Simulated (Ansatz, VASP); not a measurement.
## SiO2 in VASP and in Ansatz

```
Si O
1.0
     4.05963    0.00000    0.00000
     0.00000    4.05963    0.00000
     0.00000    0.00000    2.71424
Si O
2 4
Direct
  0.00000 0.00000 0.00000
  0.50000 0.50000 0.50000
  0.30369 0.30369 0.00000
  0.19631 0.80369 0.50000
  0.80369 0.19631 0.50000
  0.69631 0.69631 0.00000
```

Change from the starting cell: epitaxial_xy strain -3.0%.

Alike in both runs: task single point; functional r2SCAN; k mesh 6 × 6 × 10; no spin polarisation.

|  | VASP | Ansatz |
| --- | --- | --- |
| version | VASP 6.6.1 | Ansatz 0.2.0 |
| potentials or method | VASP PAW PBE potentials, release 64 (Si, O) | plane waves, PAW |
| plane-wave cutoff (eV) | 520 | 500 |
| occupations | gaussian, width 0.01 eV | fixed |
| valence electrons in the cell | 32 | 32 |

Ansatz gave:

| Item | Value |
| --- | --- |
| gap on the k mesh at the Fermi level (eV) | 7.07 |
| pressure (GPa) | 13.4 |
| traceless stress, the component that is largest in VASP (GPa) | -13.42 |
| rms of the force components (eV/Å) | 0.002 |

Estimate VASP's values.

gap on the k mesh at the Fermi level (eV): 7.08; pressure (GPa): 13.8; traceless stress, the component that is largest in VASP (GPa): -13.01; rms of the force components (eV/Å): 0.003.

VASP's potentials were made for PBE, not for r2SCAN. Atom by atom the forces differ by 0.001 eV/Å (rms over components).
